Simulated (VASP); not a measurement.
Set up this calculation in VASP 6.6.1, as the native input.

```
Task                   : single point
Functional             : PBE
Potentials or basis    : VASP PAW PBE potentials, release 64 (Si, C)
Cutoff                 : 520 eV
k mesh                 : 12 × 12 × 6
Occupations            : gaussian, width 0.05 eV
Spin                   : no spin polarisation
Dipole correction      : no
Further INCAR settings : ALGO = Normal; EDIFF = 1e-06; NBANDS = 16
```

The structure of SiC lies in POSCAR:

```
SiC
1.0
    3.0389289587      0.0000000000      0.0000000000
   -1.5194644794      2.6317896786      0.0000000000
    0.0000000000      0.0000000000      5.2527887052
Si C
2 2
Direct
    0.3333333333      0.6666666667      0.0045639005
    0.6666666667      0.3333333333      0.5045639005
    0.3333333333      0.6666666667      0.4251748739
    0.6666666667      0.3333333333      0.9251748739
```

This cell differs from its parent crystal: atoms shifted along a free coordinate, c/a of the conventional cell at fixed volume 1.7285.

The input as run:

INCAR

```
SYSTEM = SiC
ALGO = Normal
EDIFF = 1E-6
ENCUT = 520
GGA = PE
ISIF = 2
ISMEAR = 0
LASPH = .True.
LCHARG = .False.
LREAL = .False.
LWAVE = .False.
NBANDS = 16
NELM = 60
PREC = Accurate
SIGMA = 0.05
```

KPOINTS

```
k-points
0
Gamma
  12 12 6
  0 0 0
```

Potentials or basis: VASP PAW PBE potentials, release 64 (Si, C).

Run with:

```bash
$ cat potpaw_PBE.64/Si/POTCAR potpaw_PBE.64/C/POTCAR > POTCAR
$ mpirun -np 1 vasp_std > vasp.out
```

Results of the run:

The pressure is 9.1 GPa. The largest force is 2.171 eV/Å and the band gap on the k mesh is 2.16 eV (least direct gap 4.17 eV).

Caveat: the cell stands under pressure; forces of over 1 eV/Å act on the atoms, so gaps and moduli don't describe the material at rest.

It took 63 s on 1 thread of Intel Xeon 8259CL, with other jobs on the host, peak memory 0.18 GiB.
